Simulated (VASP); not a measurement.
A run of VASP 6.6.1 is set up as follows.

INCAR

```
SYSTEM = Ta4Ag
PREC     = Accurate       ! precision mode
ENCUT    = 500            ! plane-wave cutoff, eV
EDIFF    = 1E-7           ! SCF threshold, eV
ISMEAR   = 0              ! smearing method
SIGMA    = 0.1            ! smearing width, eV
LREAL    = .FALSE.        ! projectors in reciprocal space
LASPH    = .TRUE.         ! aspherical terms in the spheres
NELM     = 120            ! most SCF steps
ALGO     = Normal         ! electronic algorithm
ISIF     = 3              ! what is computed and relaxed
LWAVE    = .FALSE.        ! write WAVECAR
LCHARG   = .FALSE.        ! write CHGCAR
GGA      = PE             ! functional
IBRION   = 2              ! ionic algorithm
NSW      = 90             ! ionic steps
EDIFFG   = -0.04          ! ionic threshold
GGA_COMPAT= .FALSE.      
NELMIN   = 4
```

Contents of KPOINTS:

```
Automatic mesh
0
G
  4 4 4
  0 0 0
```

POSCAR

```
Ta4Ag
1.0
    4.5286344700      0.0000000000      0.0000000000
    0.0000000000      4.5286344700      0.0000000000
    0.0000000000      0.0000000000      4.5286344700
Ta Ag
4 1
Direct
    0.0000000000      0.5000000000      0.5000000000
    0.5000000000      0.0000000000      0.5000000000
    0.5000000000      0.5000000000      0.0000000000
    0.0000000000      0.0000000000      0.0000000000
    0.5000000000      0.5000000000      0.5000000000
```

Potentials or basis: VASP PAW PBE potentials, release 64 (Ta_pv, Ag).

The run is started by

```sh
$ cat potpaw_PBE.64/Ta_pv/POTCAR potpaw_PBE.64/Ag/POTCAR > POTCAR
$ mpirun -np 1 vasp_std > vasp.out
```

Q: What does it give for the relaxed cell?

A: a = 4.832 Å, b = 4.832 Å, c = 4.832 Å, α = 90.00°, β = 90.00°, γ = 90.00°.

Q: Predict the relaxed volume.

A: 22.56 Å³/atom.

Final structure:
```
Ta Ag
1.0
     4.83188    0.00000    0.00000
     0.00000    4.83188    0.00000
     0.00000    0.00000    4.83188
Ta Ag
4 1
Direct
  0.00000 0.50000 0.50000
  0.50000 0.00000 0.50000
  0.50000 0.50000 0.00000
  0.00000 0.00000 0.00000
  0.50000 0.50000 0.50000
```

Caveat: the volume moved by over 15 % at a fixed basis, so the end points are rough.
